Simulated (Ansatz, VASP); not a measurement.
**Na4Y3N: VASP beside Ansatz**

```
CELL_PARAMETERS angstrom
5.43761 0.00000 0.00000
0.00000 5.43761 0.00000
0.00000 0.00000 5.43761
ATOMIC_POSITIONS crystal
Na 0.50000 0.50000 0.50000
Na 0.00000 0.50000 0.50000
Na 0.50000 0.00000 0.50000
Na 0.50000 0.50000 0.00000
Y 0.50000 0.00000 0.00000
Y 0.00000 0.50000 0.00000
Y 0.00000 0.00000 0.50000
N 0.00000 0.00000 0.00000
```

Alike in both runs: task single point; functional PBE; k mesh 4 × 4 × 4; occupations gaussian, width 0.1 eV; no spin polarisation.

|  | VASP | Ansatz |
| --- | --- | --- |
| version | VASP 6.6.1 | Ansatz 0.2.0 |
| potentials or method | VASP PAW PBE potentials, release 64 (Na_pv, Y_sv, N), cutoff 520 eV | scalar-relativistic, plane waves, PAW |
| valence electrons in the cell | 66 | 74 |

|  | VASP | Ansatz | Ansatz less VASP |
| --- | --- | --- | --- |
| gap on the k mesh at the Fermi level (eV) | none | none | - |
| pressure (GPa) | 10.5 | 10.5 | -0.01 |

A gap of «none» marks a metal or a gap that the smearing closes. VASP's potentials hold 66 valence electrons a cell and Ansatz's 74, so a difference there can come from the potentials and not from the codes.
